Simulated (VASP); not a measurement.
Here is a VASP 6.6.1 calculation.

Contents of INCAR:

```
PREC     = Accurate       # precision mode
ENCUT    = 520            # plane-wave cutoff, eV
EDIFF    = 1E-6           # SCF threshold, eV
ISMEAR   = 0              # smearing method
SIGMA    = 0.1            # smearing width, eV
LREAL    = False          # projectors in reciprocal space
LASPH    = True           # aspherical terms in the spheres
NELM     = 100            # most SCF steps
ALGO     = Normal         # electronic algorithm
ISIF     = 2              # what is computed and relaxed
LWAVE    = False          # write WAVECAR
LCHARG   = True           # write CHGCAR
GGA      = PE             # functional
LELF     = True           # ELF
LVHAR    = True         
NBANDS   = 26             # bands
```

Contents of KPOINTS:

```
regular mesh
0
Gamma
  4 4 4
```

Contents of POSCAR:

```
RbHgBr2
1.0
    5.8736496258      0.0000000000      0.0000000000
    0.0000000000      5.8736496258      0.0000000000
    0.0000000000      0.0000000000      4.5168839405
Rb Hg Br
1 1 2
Direct
    0.5000000000      0.5000000000      0.5000000000
    0.0000000000      0.0000000000      0.0000000000
    0.5000000000      0.0000000000      0.0000000000
    0.0000000000      0.5000000000      0.0000000000
```

Potentials or basis: VASP PAW PBE potentials, release 64 (Rb_sv, Hg, Br).

Launch:

```sh
$ cat potpaw_PBE.64/Rb_sv/POTCAR potpaw_PBE.64/Hg/POTCAR potpaw_PBE.64/Br/POTCAR > POTCAR
$ mpirun -np 1 vasp_std > vasp.out
```

(1) Predict the pressure.

## Answers

(1) -0.1 GPa.

Caveat: an odd number of electrons without spin polarisation forces a metal; a magnetic or distorted state may lie lower.
